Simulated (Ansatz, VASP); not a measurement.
One calculation of Ag, two programs

```
Ag
1.0
     0.00000    2.05663    2.05663
     2.05663    0.00000    2.05663
     2.05663    2.05663    0.00000
Ag
1
Direct
  0.00000 0.00000 0.00000
```

Change from the starting cell: volume scaled by 1.02, crystal datasets.

Alike in both runs: task electric field gradients; functional LDA; k mesh 15 × 15 × 15; occupations fermi-dirac, width 0.05 eV; no spin polarisation.

|  | VASP | Ansatz |
| --- | --- | --- |
| version | VASP 6.6.1 | Ansatz 0.2.0 |
| potentials or method | VASP PAW LDA potentials, release 64 (Ag), cutoff 520 eV | all-electron PAW with datasets made for the crystal, scalar-relativistic |

VASP gave:

- pressure (GPa): -9.1

Which values does Ansatz return?

Pressure (GPa): -9.2.

LDA's correlation is that of Perdew and Zunger in VASP and of Perdew and Wang (1992) in Ansatz. Ansatz ran all-electron here, and VASP with PAW potentials.
